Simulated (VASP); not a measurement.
# Si2C3: relaxation of cell and atoms with PBE

The system is Si2C3.

```xyz
5
Lattice="3.0814 0.0000 0.0000 -1.5407 2.6686 0.0000 0.0000 0.0000 9.1187" Properties=species:S:1:pos:R:3 pbc="T T T"
Si    1.5407    0.8895    4.5593
Si    0.0000    1.7790    0.0000
C     0.0000    0.0000    5.3315
C     0.0000    0.0000    3.7871
C     1.5407    0.8895    0.0000
```

```yaml
Program: VASP 6.6.1
Task: relaxation of cell and atoms
Functional: PBE
Potentials_or_basis: VASP PAW PBE potentials, release 64 (Si, C)
Cutoff: 600 eV
k_mesh: 12 × 12 × 4
Occupations: gaussian, width 0.1 eV
Spin: no spin polarisation
Dipole_correction: no
Further_INCAR_settings: ALGO = Normal; EDIFF = 1e-07; IBRION = 2; EDIFFG = -0.01; NSW = 100; ISIF = 3
```

| Item | Value |
| --- | --- |
| Relaxed volume | 14.98 Å³/atom |
| Relaxed cell | a = 3.079 Å, b = 3.079 Å, c = 9.124 Å, α = 90.00°, β = 90.00°, γ = 120.00° |
| Space group after relaxing (to 0.05 Å) | P-6m2 (No. 187) |
| Energy gained by relaxing | 0.0 meV/atom |
| Ionic steps | 3 |
| Pressure after relaxing | 0.0 GPa |
| Band gap on the k mesh | zero (band 10 reaches 5.68 eV, above the bottom of band 11 at 3.02 eV) |

The path:
| step | energy change (eV) | largest force (eV/Å) | pressure (GPa) | volume (Å³) |
| --- | --- | --- | --- | --- |
| 1 | 0.0000 | 0.0440 | -0.08 | 74.98 |
| 2 | -0.0001 | 0.0170 | 0.09 | 74.90 |
| 3 | -0.0002 | 0.0019 | 0.04 | 74.92 |

Final structure:
```xyz
5
Lattice="3.0793 0.0000 0.0000 -1.5397 2.6668 0.0000 0.0000 0.0000 9.1239" Properties=species:S:1:pos:R:3 pbc="T T T"
Si    1.5397    0.8889    4.5619
Si    0.0000    1.7778    0.0000
C     0.0000    0.0000    5.3361
C     1.5397    2.6668    3.7878
C     1.5397    0.8889    0.0000
```

Levels at points of the mesh, in eV from the Fermi level:
| k point | band 7 | band 8 | band 9 | band 10 | band 11 | band 12 | band 13 | band 14 |
| --- | --- | --- | --- | --- | --- | --- | --- | --- |
| (0.00, 0.00, 0.00) | -3.55 | -1.15 | -1.15 | 2.29 | 2.29 | 2.39 | 4.43 | 5.21 |
| (0.50, 0.00, 0.00) | -3.48 | -2.68 | -2.06 | -0.48 | 1.01 | 1.68 | 2.82 | 4.12 |
| (0.00, 0.00, 0.50) | -3.10 | -1.15 | -1.15 | 2.29 | 2.29 | 2.54 | 3.51 | 5.21 |
| (0.50, 0.00, 0.50) | -3.46 | -2.68 | -2.09 | -0.51 | 1.01 | 1.68 | 2.90 | 4.14 |

Run time: 110 s on 1 thread of Intel(R) Xeon(R) 6975P-C (Granite Rapids), with other jobs on the host, peak memory 0.27 GiB.
